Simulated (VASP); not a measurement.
A run of VASP 6.6.1 is set up as follows.

The input INCAR:

```
SYSTEM = Sb
  PREC = Accurate
  ENCUT = 520
  EDIFF = 1E-6
  ISMEAR = -1
  SIGMA = 0.1
  LREAL = .FALSE.
  LASPH = .TRUE.
  NELM = 60
  ALGO = Normal
  ISIF = 2
  LWAVE = .FALSE.
  LCHARG = .TRUE.
  LDIPOL = .TRUE.
  IDIPOL = 3
  DIPOL = 0.5 0.5 0.500
  GGA = PS
  LELF = .TRUE.
  LVHAR = .TRUE.
  LVACPOTAV = .TRUE.
  NBANDS = 20
```

KPOINTS

```
Automatic mesh
0
G
  11 11 1
  0 0 0
```

POSCAR

```
Sb
1.0
    3.3338465325      0.0000000000      0.0000000000
    0.0000000000      3.3338465325      0.0000000000
    0.0000000000      0.0000000000     15.9599000000
Sb
5
Direct
    0.0000000000      0.0000000000      0.2193002456
    0.5000000000      0.5000000000      0.3498306419
    0.0000000000      0.0000000000      0.4999998141
    0.5000000000      0.5000000000      0.6501692899
    0.0000000000      0.0000000000      0.7806997544
```

Potentials or basis: VASP PAW PBE potentials, release 64 (Sb).

Command:

```console
$ cat potpaw_PBE.64/Sb/POTCAR > POTCAR
$ mpirun -np 1 vasp_std > vasp.out
```

(1) What does it give for the largest force?

Results:

(1) 0.015 eV/Å.

Caveat: the PAW data sets were made with another functional, which shifts forces and pressure a little.
